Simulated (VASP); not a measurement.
Here is a VASP 6.6.1 calculation.

INCAR

```
ALGO = Normal
EDIFF = 1E-7
EDIFFG = -0.01
ENCUT = 600
GGA = PE
IBRION = 2
ISIF = 3
ISMEAR = 0
LASPH = True
LCHARG = False
LREAL = False
LWAVE = False
NELM = 100
NSW = 100
PREC = Accurate
SIGMA = 0.1
```

The input KPOINTS:

```
k-points
0
Gamma
  8 8 8
```

Contents of POSCAR:

```
Ga2GeTeSe
1.0
    5.0943557984      0.0000000000      0.0000000000
    0.0000000000      5.0943557984      0.0000000000
    0.0000000000      0.0000000000      5.3990560223
Ga Ge Te Se
2 1 1 1
Direct
    0.0000000000      0.5000000000      0.5000000000
    0.5000000000      0.0000000000      0.5000000000
    0.5000000000      0.5000000000      0.0000000000
    0.0000000000      0.0000000000      0.0000000000
    0.5000000000      0.5000000000      0.5000000000
```

Potentials or basis: VASP PAW PBE potentials, release 64 (Ga_d, Ge_d, Te, Se).

Command:

```bash
$ cat potpaw_PBE.64/Ga_d/POTCAR potpaw_PBE.64/Ge_d/POTCAR potpaw_PBE.64/Te/POTCAR potpaw_PBE.64/Se/POTCAR > POTCAR
$ mpirun -np 1 vasp_std > vasp.out
```

Question: Predict the relaxed cell.

Answer: a = 5.267 Å, b = 5.267 Å, c = 5.277 Å, α = 90.00°, β = 90.00°, γ = 90.00°.

Question: What does it give for the band gap on the k mesh?

Answer: Zero (band 26 reaches 4.20 eV, above the bottom of band 27 at 3.00 eV).

Final structure:
```yaml
crystal:
  lattice:
    - [5.26686, 0.00000, 0.00000]
    - [0.00000, 5.26686, 0.00000]
    - [0.00000, 0.00000, 5.27717]
  atoms:
    - { symbol: Ga, position: [0.00000, 0.50000, 0.50000] }
    - { symbol: Ga, position: [0.50000, 0.00000, 0.50000] }
    - { symbol: Ge, position: [0.50000, 0.50000, 0.00000] }
    - { symbol: Te, position: [0.00000, 0.00000, 0.00000] }
    - { symbol: Se, position: [0.50000, 0.50000, 0.50000] }
```

Caveat: spin-orbit coupling is left out, which moves the levels of the heavy elements.
